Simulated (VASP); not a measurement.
Runs of VASP 6.6.1 on Ru. The structure is that of space group P6_3/mmc (No. 194), or close to it. The cells are those of the table. 

| task | cell | cutoff (eV) | gap on the mesh (eV) | pressure (GPa) | largest force (eV/Å) |
| --- | --- | --- | --- | --- | --- |
| single point | a = 2.706, b = 2.729, c = 4.282 Å, angles 90.4, 91.1, 120.9°, 2 atoms | 520 | none | (a) | 0.10 |
| single point | a = 2.706, b = 2.694, c = 4.282 Å, angles 89.8, 89.4, 119.6°, 2 atoms | 520 | none | 4.6 | 0.04 |
| electric field gradients | a = 2.706, b = 2.688, c = 4.282 Å, angles 89.7, 89.1, 119.4°, 2 atoms | 400 | none | 3.8 | 0.06 |
| single point | a = 2.706, b = 2.718, c = 4.282 Å, angles 90.2, 90.6, 120.4°, 2 atoms | 520 | none | 4.6 | 0.05 |

Alike in all rows: level PBE; potentials or basis VASP PAW PBE potentials, release 64 (Ru_pv); no spin polarisation; k mesh 14 × 14 × 8; smearing fermi-dirac 0.03 eV.

Q: Estimate the missing entries.

A: (a) 4.9.

Caveats: the cell stands under pressure.

A k mesh can miss the band edges, and the runs leave out spin-orbit coupling on Ru.

A gap of «none» marks levels without a gap at the run's occupations.
